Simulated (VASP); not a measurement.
# CdS (m.bgw) (F-43m) in VASP: single point with PBE

Aim: the single point of CdS (m.bgw) with PBE.

Program: VASP 6.6.1. These are calculated values, not measurements. Logs are shortened: lines on timing, memory, paths and dates and some standing lists are left out, and cuts for length are marked.

**1. The cell of the first run**

The structure is cubic, space group F-43m (No. 216). The conventional cell has a = 5.927 Å, b = 5.927 Å, c = 5.927 Å, α = 90.00°, β = 90.00°, γ = 90.00°. Cd (site symmetry -43m) has 4 S at 2.57 Å within 3.4 Å. Within 3.4 Å of S (site symmetry -43m) lie 4 Cd at 2.57 Å.

**2. Single point, PBE**

Contents of INCAR:

```
  PREC = Accurate
  ENCUT = 500
  EDIFF = 1E-6
  ISMEAR = 0
  SIGMA = 0.01
  LREAL = False
  LASPH = True
  NELM = 120
  ALGO = Normal
  ISIF = 2
  LWAVE = False
  LCHARG = True
  GGA = PE
  LELF = True
  LVHAR = True
  NBANDS = 16
  GGA_COMPAT = False
```

Contents of KPOINTS:

```
Automatic mesh
0
Gamma
  4 4 4
```

Contents of POSCAR:

```
CdS
1.0
    0.0000000000      2.9634773892      2.9634773892
    2.9634773892      0.0000000000      2.9634773892
    2.9634773892      2.9634773892      0.0000000000
Cd S
1 1
Direct
    0.0000000000      0.0000000000      0.0000000000
    0.2500000000      0.2500000000      0.2500000000
```

Potentials or basis: VASP PAW PBE potentials, release 64 (Cd, S).

On the command line:

```sh
$ cat potpaw_PBE.64/Cd/POTCAR potpaw_PBE.64/S/POTCAR > POTCAR
$ mpirun -np 1 vasp_std > vasp.out
```

OUTCAR:

```text
PREC = Accurate
   ENCUT = 500
   EDIFF = 1E-6
   ISMEAR = 0
   LREAL = False
   LASPH = True
   NELM = 120
   ISIF = 2
   GGA = PE

 ion  position               nearest neighbor table
   1  0.000  0.000  0.000-   2 2.57   2 2.57   2 2.57   2 2.57
   2  0.250  0.250  0.250-   1 2.57   1 2.57   1 2.57   1 2.57

  LATTYP: Found a face centered cubic cell.
 ALAT       =     5.9269547784

  Lattice vectors:

 A1 = (   0.0000000000,   2.9634773892,   2.9634773892)
 A2 = (   2.9634773892,   0.0000000000,   2.9634773892)
 A3 = (   2.9634773892,   2.9634773892,   0.0000000000)

Analysis of symmetry for initial positions (statically):
=====================================================================
 Subroutine PRICEL returns:
 Original cell was already a primitive cell.

 Routine SETGRP: Setting up the symmetry group for a
 face centered cubic supercell.

 Subroutine GETGRP returns: Found 24 space group operations
 (whereof 24 operations were pure point group operations)
 out of a pool of 48 trial point group operations.

The static configuration has the point symmetry T_d .

Analysis of symmetry for dynamics (positions and initial velocities):
=====================================================================
 Subroutine PRICEL returns:
 Original cell was already a primitive cell.

 Routine SETGRP: Setting up the symmetry group for a
 face centered cubic supercell.

 Subroutine GETGRP returns: Found 24 space group operations
 (whereof 24 operations were pure point group operations)
 out of a pool of 48 trial point group operations.

The dynamic configuration has the point symmetry T_d .

 Subroutine INISYM returns: Found 24 space group operations
 (whereof 24 operations are pure point group operations),
 and found     1 'primitive' translations

----------------------------------------------------------------------------------------

                                     Primitive cell

  volume of cell :      52.0517

  direct lattice vectors                    reciprocal lattice vectors
     0.000000000  2.963477389  2.963477389    -0.168720707  0.168720707  0.168720707
     2.963477389  0.000000000  2.963477389     0.168720707 -0.168720707  0.168720707
     2.963477389  2.963477389  0.000000000     0.168720707  0.168720707 -0.168720707

  length of vectors
     4.190989916  4.190989916  4.190989916     0.292232837  0.292232837  0.292232837

  position of ions in fractional coordinates (direct lattice)
     0.000000000  0.000000000  0.000000000
     0.250000000  0.250000000  0.250000000

  ion indices of the primitive-cell ions
   primitive index   ion index
                 1           1
                 2           2

----------------------------------------------------------------------------------------

 KPOINTS: Automatic mesh

Automatic generation of k-mesh.
 Grid dimensions read from file:
 generate k-points for:    4    4    4

 Generating k-lattice:

  Cartesian coordinates                     Fractional coordinates (reciprocal lattice)
    -0.042180177  0.042180177  0.042180177     0.250000000  0.000000000  0.000000000
     0.042180177 -0.042180177  0.042180177     0.000000000  0.250000000  0.000000000
     0.042180177  0.042180177 -0.042180177     0.000000000  0.000000000  0.250000000

  Length of vectors
     0.073058209  0.073058209  0.073058209

  Shift w.r.t. Gamma in fractional coordinates (k-lattice)
     0.000000000  0.000000000  0.000000000

 Subroutine IBZKPT returns following result:
 ===========================================

 Found      8 irreducible k-points:

 Following reciprocal coordinates:
            Coordinates               Weight
  0.000000  0.000000  0.000000      1.000000
  0.250000  0.000000  0.000000      8.000000
  0.500000  0.000000  0.000000      4.000000
  0.250000  0.250000  0.000000      6.000000
  0.500000  0.250000  0.000000     24.000000
 -0.250000  0.250000  0.000000     12.000000
  0.500000  0.500000  0.000000      3.000000
 -0.250000  0.500000  0.250000      6.000000
   k-points           NKPTS =      8   k-points in BZ     NKDIM =      8   number of bands    NBANDS=     16
   number of dos      NEDOS =    301   number of ions     NIONS =      2
   total plane-waves  NPLWV =  32768
   dimension x,y,z NGX =    32 NGY =   32 NGZ =   32
   dimension x,y,z NGXF=    64 NGYF=   64 NGZF=   64
   ions per type =               1   1
   NGX,Y,Z   is equivalent  to a cutoff of  12.69, 12.69, 12.69 a.u.
   NGXF,Y,Z  is equivalent  to a cutoff of  25.39, 25.39, 25.39 a.u.
 SYSTEM =  unknown system
   PREC   = accura    normal or accurate (medium, high low for compatibility)
   ISTART =      0    job   : 0-new  1-cont  2-samecut
   ICHARG =      2    charge: 1-file 2-atom 10-const
   ISPIN  =      1    spin polarized calculation?
   LNONCOLLINEAR =      F non collinear calculations
   LSORBIT =      F    spin-orbit coupling
   LASPH  =      T    aspherical Exc in radial PAW
   ENCUT  =  500.0 eV  36.75 Ry    6.06 a.u.   7.64  7.64  7.64*2*pi/ulx,y,z
   NELM   =    120;   NELMIN=  2; NELMDL= -5     # of ELM steps
   EDIFF  = 0.1E-05   stopping-criterion for ELM
   LREAL  =      F    real-space projection
   EDIFFG = 0.1E-04   stopping-criterion for IOM
   NSW    =      0    number of steps for IOM
   IBRION =     -1    ionic relax: 0-MD 1-quasi-New 2-CG
   NFREE  =      0    steps in history (QN), initial steepest desc. (CG)
   ISIF   =      2    stress and relaxation
   ISYM   =      2    0-nonsym 1-usesym 2-fastsym
   POTIM  = 0.5000    time-step for ionic-motion
   TEBEG  =    0.0;   TEEND  =   0.0 temperature during run
   PSTRESS=    0.0 pullay stress
   NELECT =      18.0000    total number of electrons
   NUPDOWN=      -1.0000    fix difference up-down
   EMIN   =  10.00;   EMAX   =-10.00  energy-range for DOS
   EFERMI =   0.00;   METHOD = LEGACY
   ISMEAR =     0;   SIGMA  =   0.01  broadening in eV -4-tet -1-fermi 0-gaus
   EFERMI_NEDOS =   21; number of points for ismear=-14 and -15
   IALGO  =     38    algorithm
   IMIX   =      4    mixing-type and parameters
     AMIX     =   0.40;   BMIX     =  1.00
     AMIX_MAG =   1.60;   BMIX_MAG =  1.00
  volume/ion in A,a.u.               =      26.03       175.63
  Fermi-wavevector in a.u.,A,eV,Ry     =   1.149090  2.171465 17.965240  1.320408
  Thomas-Fermi vector in A             =   2.285762
   LORBIT       =      0    0 simple, 1 ext, 2 COOP (PROOUT), +10 PAW based schemes
   GGA     = PE    functional components
   LHFCALC =     F    Hartree Fock is set to
   AEXX    =    0.0000 exact exchange contribution
   IVDW    =     0    specifies the selected vdW correction
   LEPSILON=     F    determine dielectric tensor
   LRPA    =     F    only Hartree local field effects (RPA)
 non-spin polarized calculation
 Gauss-broadening in eV      SIGMA  =   0.01
  energy-cutoff  :      500.00
  volume of cell :       52.05
 maximum number of plane-waves:      1363
 NGX is ok and might be reduce to    32
   NGX = 15   NGY = 15   NGZ = 15

 number of electron      18.0000001 magnetization

 Free energy of the ion-electron system (eV)
  ---------------------------------------------------
  ext. energy  EPLUGINS =         0.00000000
  ---------------------------------------------------
  free energy    TOTEN  =        -6.11603537 eV

  energy without entropy =       -6.11603537  energy(sigma->0) =       -6.11603537

 E-fermi :   1.0522     XC(G=0):  -8.9181

 val. band max:        0.9386600925   @ k =   0.0000   0.0000   0.0000
 cond. band min:       1.9699245360   @ k =   0.0000   0.0000   0.0000
 fundamental gap:      1.0312644435
 Fermi energy:         1.0521765247

 k-point     1 :       0.0000    0.0000    0.0000
  band No.  band energies     occupation
      1     -11.1462      2.00000
      2      -6.6509      2.00000
      3      -6.6509      2.00000
      4      -6.6509      2.00000
      5      -6.2362      2.00000
      6      -6.2362      2.00000
[... 8 lines left out ...]
     15      12.3322      0.00000
     16      12.3322      0.00000

 k-point     2 :       0.2500    0.0000    0.0000
  band No.  band energies     occupation
      1     -10.9547      2.00000
      2      -6.5885      2.00000
      3      -6.5885      2.00000
      4      -6.4198      2.00000
      5      -6.2321      2.00000
      6      -6.2321      2.00000
[... 8 lines left out ...]
     15      11.5205      0.00000
     16      12.1383      0.00000

 k-point     3 :       0.5000    0.0000    0.0000
  band No.  band energies     occupation
      1     -10.7637      2.00000
      2      -6.5455      2.00000
      3      -6.5455      2.00000
      4      -6.2032      2.00000
      5      -6.2032      2.00000
      6      -5.8947      2.00000
[... 8 lines left out ...]
     15      13.3674      0.00000
     16      13.3674      0.00000

 k-point     4 :       0.2500    0.2500    0.0000
  band No.  band energies     occupation
      1     -10.8926      2.00000
      2      -6.5113      2.00000
      3      -6.5113      2.00000
      4      -6.4826      2.00000
      5      -6.2463      2.00000
      6      -6.1987      2.00000
[... 8 lines left out ...]
     15      12.7305      0.00000
     16      15.3385      0.00000

 k-point     5 :       0.5000    0.2500    0.0000
  band No.  band energies     occupation
      1     -10.7059      2.00000
      2      -6.4959      2.00000
      3      -6.4438      2.00000
      4      -6.3099      2.00000
      5      -6.1904      2.00000
      6      -5.8599      2.00000
[... 8 lines left out ...]
     15      13.4912      0.00000
     16      14.3360      0.00000

 k-point     6 :      -0.2500    0.2500    0.0000
  band No.  band energies     occupation
      1     -10.7669      2.00000
      2      -6.5168      2.00000
      3      -6.5064      2.00000
      4      -6.2520      2.00000
      5      -6.2453      2.00000
      6      -5.9970      2.00000
[... 8 lines left out ...]
     15      13.0186      0.00000
     16      14.1341      0.00000

 k-point     7 :       0.5000    0.5000    0.0000
  band No.  band energies     occupation
      1     -10.6456      2.00000
      2      -6.4535      2.00000
      3      -6.3479      2.00000
      4      -6.3479      2.00000
      5      -6.1609      2.00000
      6      -5.8330      2.00000
[... 8 lines left out ...]
     15      13.2747      0.00000
     16      14.3055      0.00000

 k-point     8 :      -0.2500    0.5000    0.2500
  band No.  band energies     occupation
      1     -10.6470      2.00000
      2      -6.4428      2.00000
      3      -6.4332      2.00000
      4      -6.2697      2.00000
      5      -6.2269      2.00000
      6      -5.6772      2.00000
[... 8 lines left out ...]
     15      13.9681      0.00000
     16      14.1016      0.00000

------------------------ aborting loop because EDIFF is reached ----------------------------------------

  FORCE on cell =-STRESS in cart. coord.  units (eV):
  Direction    XX          YY          ZZ          XY          YZ          ZX
  --------------------------------------------------------------------------------------
  -------------------------------------------------------------------------------------
  Total        0.1332110      0.1332110      0.1332110      0.0000000      0.0000000      0.0000000
  in kB        4.1003032      4.1003032      4.1003032      0.0000000      0.0000000      0.0000000
  external PRESSURE =       4.1003032 kB  Pullay stress =       0.0000000 kB

 VOLUME and BASIS-vectors are now :
 -----------------------------------------------------------------------------
  energy-cutoff  :      500.00
  volume of cell :       52.05
      direct lattice vectors                 reciprocal lattice vectors
     0.000000000  2.963477389  2.963477389    -0.168720707  0.168720707  0.168720707
     2.963477389  0.000000000  2.963477389     0.168720707 -0.168720707  0.168720707
     2.963477389  2.963477389  0.000000000     0.168720707  0.168720707 -0.168720707

 POSITION                                       TOTAL-FORCE (eV/Angst)
 -----------------------------------------------------------------------------------
      0.00000      0.00000      0.00000         0.000000      0.000000      0.000000
      1.48174      1.48174      1.48174        -0.000000     -0.000000     -0.000000
 -----------------------------------------------------------------------------------
    total drift:                               -0.000000     -0.000000      0.000000

  FREE ENERGIE OF THE ION-ELECTRON SYSTEM (eV)
  ---------------------------------------------------
  free  energy   TOTEN  =        -6.1160353687 eV

  energy  without entropy=       -6.1160353687  energy(sigma->0) =       -6.11603537
```

Wall time 17 s (1 thread of Intel Xeon 8259CL, shared host); peak memory 0.17 GiB.

What came out:

| Quantity | Value |
| --- | --- |
| Free energy | -6.1160 eV |
| Pressure | 0.4 GPa |
| Band gap on the k mesh | 1.03 eV, direct |

Levels at points of the mesh, in eV from the valence-band top:
| k point | band 6 | band 7 | band 8 | band 9 | band 10 | band 11 | band 12 | band 13 |
| --- | --- | --- | --- | --- | --- | --- | --- | --- |
| (0.00, 0.00, 0.00) | -7.17 | 0.00 | 0.00 | 0.00 | 1.03 | 6.53 | 6.53 | 6.53 |
| (0.50, 0.00, 0.00) | -6.83 | -4.13 | -0.69 | -0.69 | 2.93 | 6.99 | 6.99 | 7.33 |
| (0.50, 0.50, 0.00) | -6.77 | -3.76 | -1.72 | -1.72 | 3.62 | 4.27 | 9.03 | 10.48 |

Caveat: the k points lie up to 0.46 Å⁻¹ apart.
